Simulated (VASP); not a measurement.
# CO2 (Ima2) in VASP: a series of runs

Runs on CO2. Level: LDA. Tasks: single point.

Program: VASP 6.6.1. These are calculated values, not measurements. Logs are shortened: lines on timing, memory, paths and dates and some standing lists are left out, and cuts for length are marked.

### Step 1. The cell of the first run

Symmetry: Ima2, No. 46, orthorhombic system. The conventional cell has a = 8.917 Å, b = 7.773 Å, c = 4.638 Å, α = 90.00°, β = 90.00°, γ = 90.00°. Within 1.9 Å of C (site symmetry 1) lie 4 O at 1.45 to 1.47 Å. O (site symmetry 1) has 2 C at 1.46 to 1.47 Å within 2.0 Å. O (site symmetry 2) has 2 C at 1.45 Å within 1.9 Å. Within 2.0 Å of O (site symmetry m) lie 2 C at 1.47 Å.

### Step 2. Single point, LDA

INCAR

```
PREC = Accurate
ENCUT = 520
EDIFF = 1E-6
ISMEAR = 0
SIGMA = 0.1
LREAL = F
LASPH = T
NELM = 100
ALGO = Normal
ISIF = 2
LWAVE = F
LCHARG = F
NBANDS = 44
```

KPOINTS

```
regular mesh
0
Gamma
  4 4 4
```

POSCAR

```
CO2
1.0
   -4.4587122205      3.8866653482      2.3188022813
    4.4587122205     -3.8866653482      2.3188022813
    4.4587122205      3.8866653482     -2.3188022813
C O
4 8
Direct
    0.8498617486      0.5919712417      0.4411108089
    0.1508604328      0.4087509397      0.5588891911
    0.8498617486      0.9087509397      0.7578905069
    0.1508604328      0.0919712417      0.2421094931
    0.9240988431      0.7679704984      0.2715787226
    0.0612253287      0.0612253287      0.0000000000
    0.4963917758      0.2679704984      0.3438716552
    0.4963917758      0.6525201206      0.7284212774
    0.1245195316      0.2729808509      0.3515386808
    0.9214421701      0.7729808509      0.6484613192
    0.0612253287      0.5612253287      0.5000000000
    0.9240988431      0.1525201206      0.6561283448
```

Potentials or basis: VASP PAW LDA potentials, release 64 (C, O).

Launch:

```
> cat potpaw_LDA.64/C/POTCAR potpaw_LDA.64/O/POTCAR > POTCAR
> mpirun -np 1 vasp_std > vasp.out
```

OUTCAR:

```text
PREC = Accurate
   ENCUT = 520
   EDIFF = 1E-6
   ISMEAR = 0
   LREAL = F
   LASPH = T
   NELM = 100
   ISIF = 2

 ion  position               nearest neighbor table
   1  0.850  0.592  0.441-  11 1.45   7 1.46   5 1.47  10 1.47
   2  0.151  0.409  0.559-  11 1.45  12 1.46   8 1.47   9 1.47
   3  0.850  0.909  0.758-   6 1.45   8 1.46  12 1.47  10 1.47
   4  0.151  0.092  0.242-   6 1.45   5 1.46   7 1.47   9 1.47
   5  0.924  0.768  0.272-   4 1.46   1 1.47
   6  0.061  0.061  0.000-   3 1.45   4 1.45
   7  0.496  0.268  0.344-   1 1.46   4 1.47
   8  0.496  0.653  0.728-   3 1.46   2 1.47
   9  0.125  0.273  0.352-   2 1.47   4 1.47
  10  0.921  0.773  0.648-   1 1.47   3 1.47
  11  0.061  0.561  0.500-   1 1.45   2 1.45
  12  0.924  0.153  0.656-   2 1.46   3 1.47

  LATTYP: Found a body centered orthorhombic cell.
 ALAT       =     4.6376045626
 B/A-ratio  =     1.6761521151
 C/A-ratio  =     1.9228514033

  Lattice vectors:

 A1 = (  -4.4587122205,   3.8866653482,  -2.3188022813)
 A2 = (  -4.4587122205,  -3.8866653482,   2.3188022813)
 A3 = (   4.4587122205,   3.8866653482,   2.3188022813)

Analysis of symmetry for initial positions (statically):
=====================================================================
 Subroutine PRICEL returns:
 Original cell was already a primitive cell.

 Routine SETGRP: Setting up the symmetry group for a
 body centered orthorhombic supercell.

 Subroutine GETGRP returns: Found  4 space group operations
 (whereof  2 operations were pure point group operations)
 out of a pool of  8 trial point group operations.

The static configuration has the point symmetry C_2 .
 The point group associated with its full space group is C_2v.

Analysis of symmetry for dynamics (positions and initial velocities):
=====================================================================
 Subroutine PRICEL returns:
 Original cell was already a primitive cell.

 Routine SETGRP: Setting up the symmetry group for a
 body centered orthorhombic supercell.

 Subroutine GETGRP returns: Found  4 space group operations
 (whereof  2 operations were pure point group operations)
 out of a pool of  8 trial point group operations.

The dynamic configuration has the point symmetry C_2 .
 The point group associated with its full space group is C_2v.

 Subroutine INISYM returns: Found  4 space group operations
 (whereof  2 operations are pure point group operations),
 and found     1 'primitive' translations

----------------------------------------------------------------------------------------

                                     Primitive cell

  volume of cell :     160.7349

  direct lattice vectors                    reciprocal lattice vectors
    -4.458712220  3.886665348  2.318802281     0.000000000  0.128644984  0.215628561
     4.458712220 -3.886665348  2.318802281     0.112140003  0.000000000  0.215628561
     4.458712220  3.886665348 -2.318802281     0.112140003  0.128644984  0.000000000

  length of vectors
     6.353198109  6.353198109  6.353198109     0.251088049  0.243045380  0.170660224

  position of ions in fractional coordinates (direct lattice)
     0.849861749  0.591971242  0.441110809
     0.150860433  0.408750940  0.558889191
     0.849861749  0.908750940  0.757890507
     0.150860433  0.091971242  0.242109493
     0.924098843  0.767970498  0.271578723
     0.061225329  0.061225329  0.000000000
     0.496391776  0.267970498  0.343871655
     0.496391776  0.652520121  0.728421277
     0.124519532  0.272980851  0.351538681
     0.921442170  0.772980851  0.648461319
     0.061225329  0.561225329  0.500000000
     0.924098843  0.152520121  0.656128345

  ion indices of the primitive-cell ions
   primitive index   ion index
                 1           1
                 2           2
                 3           3
                 4           4
                 5           5
                 6           6
                 7           7
                 8           8
                 9           9
                10          10
                11          11
                12          12

----------------------------------------------------------------------------------------

 KPOINTS: regular mesh

Automatic generation of k-mesh.
 Grid dimensions read from file:
 generate k-points for:    4    4    4

 Generating k-lattice:

  Cartesian coordinates                     Fractional coordinates (reciprocal lattice)
     0.000000000  0.032161246  0.053907140     0.250000000 -0.000000000  0.000000000
     0.028035001  0.000000000  0.053907140     0.000000000  0.250000000  0.000000000
     0.028035001  0.032161246  0.000000000     0.000000000 -0.000000000  0.250000000

  Length of vectors
     0.062772012  0.060761345  0.042665056

  Shift w.r.t. Gamma in fractional coordinates (k-lattice)
     0.000000000  0.000000000  0.000000000

 Subroutine IBZKPT returns following result:
 ===========================================

 Found     18 irreducible k-points:

 Following reciprocal coordinates:
            Coordinates               Weight
  0.000000  0.000000  0.000000      1.000000
  0.250000  0.000000  0.000000      4.000000
  0.500000  0.000000  0.000000      2.000000
  0.000000  0.250000 -0.000000      4.000000
  0.250000  0.250000  0.000000      8.000000
  0.500000  0.250000  0.000000      8.000000
[... 10 lines left out ...]
 -0.250000 -0.250000  0.250000      2.000000
  0.500000  0.500000  0.500000      1.000000
   k-points           NKPTS =     18   k-points in BZ     NKDIM =     18   number of bands    NBANDS=     44
   number of dos      NEDOS =    301   number of ions     NIONS =     12
   total plane-waves  NPLWV = 110592
   dimension x,y,z NGX =    48 NGY =   48 NGZ =   48
   dimension x,y,z NGXF=    96 NGYF=   96 NGZF=   96
   ions per type =               4   8
   NGX,Y,Z   is equivalent  to a cutoff of  12.56, 12.56, 12.56 a.u.
   NGXF,Y,Z  is equivalent  to a cutoff of  25.12, 25.12, 25.12 a.u.
 SYSTEM =  unknown system
   PREC   = accura    normal or accurate (medium, high low for compatibility)
   ISTART =      0    job   : 0-new  1-cont  2-samecut
   ICHARG =      2    charge: 1-file 2-atom 10-const
   ISPIN  =      1    spin polarized calculation?
   LNONCOLLINEAR =      F non collinear calculations
   LSORBIT =      F    spin-orbit coupling
   LASPH  =      T    aspherical Exc in radial PAW
   ENCUT  =  520.0 eV  38.22 Ry    6.18 a.u.  11.81 11.81 11.81*2*pi/ulx,y,z
   NELM   =    100;   NELMIN=  2; NELMDL= -5     # of ELM steps
   EDIFF  = 0.1E-05   stopping-criterion for ELM
   LREAL  =      F    real-space projection
   EDIFFG = 0.1E-04   stopping-criterion for IOM
   NSW    =      0    number of steps for IOM
   IBRION =     -1    ionic relax: 0-MD 1-quasi-New 2-CG
   NFREE  =      0    steps in history (QN), initial steepest desc. (CG)
   ISIF   =      2    stress and relaxation
   ISYM   =      2    0-nonsym 1-usesym 2-fastsym
   POTIM  = 0.5000    time-step for ionic-motion
   TEBEG  =    0.0;   TEEND  =   0.0 temperature during run
   PSTRESS=    0.0 pullay stress
   NELECT =      64.0000    total number of electrons
   NUPDOWN=      -1.0000    fix difference up-down
   EMIN   =  10.00;   EMAX   =-10.00  energy-range for DOS
   EFERMI =   0.00;   METHOD = LEGACY
   ISMEAR =     0;   SIGMA  =   0.10  broadening in eV -4-tet -1-fermi 0-gaus
   EFERMI_NEDOS =   21; number of points for ismear=-14 and -15
   IALGO  =     38    algorithm
   IMIX   =      4    mixing-type and parameters
     AMIX     =   0.40;   BMIX     =  1.00
     AMIX_MAG =   1.60;   BMIX_MAG =  1.00
  volume/ion in A,a.u.               =      13.39        90.39
  Fermi-wavevector in a.u.,A,eV,Ry     =   1.204383  2.275954 19.735783  1.450539
  Thomas-Fermi vector in A             =   2.340110
   LORBIT       =      0    0 simple, 1 ext, 2 COOP (PROOUT), +10 PAW based schemes
   GGA     = CA    functional components
   LHFCALC =     F    Hartree Fock is set to
   AEXX    =    0.0000 exact exchange contribution
   IVDW    =     0    specifies the selected vdW correction
   LEPSILON=     F    determine dielectric tensor
   LRPA    =     F    only Hartree local field effects (RPA)
 non-spin polarized calculation
 Gauss-broadening in eV      SIGMA  =   0.10
  energy-cutoff  :      520.00
  volume of cell :      160.73
 maximum number of plane-waves:      4350
   NGX = 23   NGY = 23   NGZ = 23

 number of electron      63.9999972 magnetization

 Free energy of the ion-electron system (eV)
  ---------------------------------------------------
  ext. energy  EPLUGINS =         0.00000000
  ---------------------------------------------------
  free energy    TOTEN  =       -91.11990801 eV

  energy without entropy =      -91.11990801  energy(sigma->0) =      -91.11990801

 E-fermi :  -1.3709     XC(G=0):  -8.3841

 val. band max:       -1.8954430822   @ k =   0.5000   0.5000   0.5000
 cond. band min:       1.7017048001   @ k =   0.0000   0.0000   0.0000
 fundamental gap:      3.5971478823
 Fermi energy:        -1.3709243879

 k-point     1 :       0.0000    0.0000    0.0000
  band No.  band energies     occupation
      1     -24.2963      2.00000
      2     -22.8460      2.00000
      3     -22.0846      2.00000
      4     -21.6018      2.00000
      5     -20.4059      2.00000
      6     -20.2208      2.00000
[... 36 lines left out ...]
     43       8.1053      0.00000
     44       8.6289      0.00000

 k-point     2 :       0.2500    0.0000    0.0000
  band No.  band energies     occupation
      1     -24.0552      2.00000
      2     -22.9034      2.00000
      3     -22.1610      2.00000
      4     -21.9664      2.00000
      5     -20.3888      2.00000
      6     -20.2622      2.00000
[... 744 lines left out ...]
 k-point    18 :       0.5000    0.5000    0.5000
  band No.  band energies     occupation
      1     -23.6677      2.00000
      2     -23.6657      2.00000
      3     -22.8140      2.00000
      4     -20.2901      2.00000
      5     -20.2842      2.00000
      6     -20.1420      2.00000
[... 36 lines left out ...]
     43       7.8878      0.00000
     44       8.0208      0.00000

------------------------ aborting loop because EDIFF is reached ----------------------------------------

  FORCE on cell =-STRESS in cart. coord.  units (eV):
  Direction    XX          YY          ZZ          XY          YZ          ZX
  --------------------------------------------------------------------------------------
  -------------------------------------------------------------------------------------
  Total      -27.8874743    -28.2617719    -29.1153887      0.0000000      0.0000000      0.0000000
  in kB     -277.9773849   -281.7083165   -290.2170164      0.0000000      0.0000000      0.0000000
  external PRESSURE =    -283.3009059 kB  Pullay stress =       0.0000000 kB

 VOLUME and BASIS-vectors are now :
 -----------------------------------------------------------------------------
  energy-cutoff  :      520.00
  volume of cell :      160.73
      direct lattice vectors                 reciprocal lattice vectors
    -4.458712220  3.886665348  2.318802281     0.000000000  0.128644984  0.215628561
     4.458712220 -3.886665348  2.318802281     0.112140003  0.000000000  0.215628561
     4.458712220  3.886665348 -2.318802281     0.112140003  0.128644984  0.000000000

 POSITION                                       TOTAL-FORCE (eV/Angst)
 -----------------------------------------------------------------------------------
      0.81693      2.71678      2.32048         1.659702     -1.133122     -0.313029
      3.64179      1.16988      0.00167        -1.659702      1.133122     -0.313029
      3.64179      2.71678      2.32048        -1.659702     -1.133122     -0.313029
      0.81693      1.16988      0.00167         1.659702      1.133122     -0.313029
      0.51476      1.66235      3.29384        -0.676300     -0.128861      0.082935
      0.00000      0.00000      0.28394         0.000000     -0.000000      0.249712
      0.51476      2.22431      0.97503        -0.676300      0.128861      0.082935
      3.94395      2.22431      0.97503         0.676300      0.128861      0.082935
      2.22936      0.78929      0.10658         0.000000     -1.017484      0.210476
      2.22936      3.09737      2.42538         0.000000      1.017484      0.210476
      4.45871     -0.00000      0.28394         0.000000     -0.000000      0.249712
     -0.51476      5.54902      0.97503         0.676300     -0.128861      0.082935
 -----------------------------------------------------------------------------------
    total drift:                               -0.000002      0.000002      0.000395

  FREE ENERGIE OF THE ION-ELECTRON SYSTEM (eV)
  ---------------------------------------------------
  free  energy   TOTEN  =       -91.1199080057 eV

  energy  without entropy=      -91.1199080057  energy(sigma->0) =      -91.11990801
```

It took 1.8 min on 1 thread of Intel Xeon Platinum 8488C (Sapphire Rapids), shared host; peak memory 0.29 GiB.

Results:

```
Free energy            : -91.1199 eV
Pressure               : -28.3 GPa
Largest force          : 2.034 eV/Å
Band gap on the k mesh : 3.60 eV (least direct gap 3.76 eV)
```

Forces in eV/Å, atoms in the order of the input:
```
C    1.660 -1.133 -0.313
C   -1.660  1.133 -0.313
C   -1.660 -1.133 -0.313
C    1.660  1.133 -0.313
O   -0.676 -0.129  0.083
O    0.000  0.000  0.250
O   -0.676  0.129  0.083
O    0.676  0.129  0.083
O    0.000 -1.017  0.210
O    0.000  1.017  0.210
O    0.000  0.000  0.250
O    0.676 -0.129  0.083
```

Caveat: the cell stands under tension; forces of over 1 eV/Å act on the atoms, so gaps and moduli don't describe the material at rest. A k mesh can miss the band edges.

(Continued in part 2 of 2.)
